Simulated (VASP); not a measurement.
Write the native input for VASP 6.6.1 that does the following.

| Property | Result |
| --- | --- |
| Task | relaxation of cell and atoms |
| Functional | PBEsol |
| Potentials or basis | VASP PAW PBE potentials, release 64 (Sr_sv) |
| Cutoff | 600 eV |
| k mesh | 8 × 8 × 8 |
| Occupations | fermi-dirac, width 0.05 eV |
| Spin | no spin polarisation |
| Target pressure | 20 GPa |
| Dipole correction | no |
| Further INCAR settings | ALGO = Normal; EDIFF = 1e-06; IBRION = 2; EDIFFG = -0.01; NSW = 80; ISIF = 3 |

The structure of Sr lies in POSCAR:

```
Sr
1.0
    0.0000000000      3.0423500000      3.0423500000
    3.0423500000      0.0000000000      3.0423500000
    3.0423500000      3.0423500000      0.0000000000
Sr
1
Direct
    0.0000000000      0.0000000000      0.0000000000
```

These files were run (other wordings do the same):

INCAR

```
PREC     = Accurate       # precision mode
ENCUT    = 600            # plane-wave cutoff, eV
EDIFF    = 1E-6           # SCF threshold, eV
ISMEAR   = -1             # smearing method
SIGMA    = 0.05           # smearing width, eV
LREAL    = False          # projectors in reciprocal space
LASPH    = True           # aspherical terms in the spheres
NELM     = 100            # most SCF steps
ALGO     = Normal         # electronic algorithm
ISIF     = 3              # what is computed and relaxed
LWAVE    = False          # write WAVECAR
LCHARG   = False          # write CHGCAR
GGA      = PS             # functional
IBRION   = 2              # ionic algorithm
NSW      = 80             # ionic steps
EDIFFG   = -0.01          # ionic threshold
PSTRESS  = 200.0
```

KPOINTS

```
regular mesh
0
Gamma
  8 8 8
```

Potentials or basis: VASP PAW PBE potentials, release 64 (Sr_sv).

The run is started by

```bash
$ cat potpaw_PBE.64/Sr_sv/POTCAR > POTCAR
$ mpirun -np 1 vasp_std > vasp.out
```

It gave:

```
Relaxed volume                                         : 27.49 Å³/atom
Relaxed cell                                           : a = 3.388 Å, b = 3.388 Å, c = 3.388 Å, α = 60.00°, β = 60.00°, γ = 60.00°
Space group after relaxing (to 0.05 Å)                 : Fm-3m (No. 225)
Energy change on relaxing (the enthalpy is what falls) : +1003.5 meV/atom
Ionic steps                                            : 7
Pressure after relaxing                                : 20.0 GPa
Band gap on the k mesh                                 : zero (band 5 reaches 4.54 eV, above the bottom of band 6 at 3.80 eV)
```

Caveat: the cell is relaxed towards a set pressure, so the enthalpy falls and the energy may rise; the volume moved by over 15 % at a fixed basis, so the end points are rough; the PAW data sets were made with another functional, which shifts forces and pressure a little.

Wall time 46 s on 1 thread of Intel(R) Xeon(R) 6975P-C (Granite Rapids), on a shared host, peak memory 0.24 GiB.
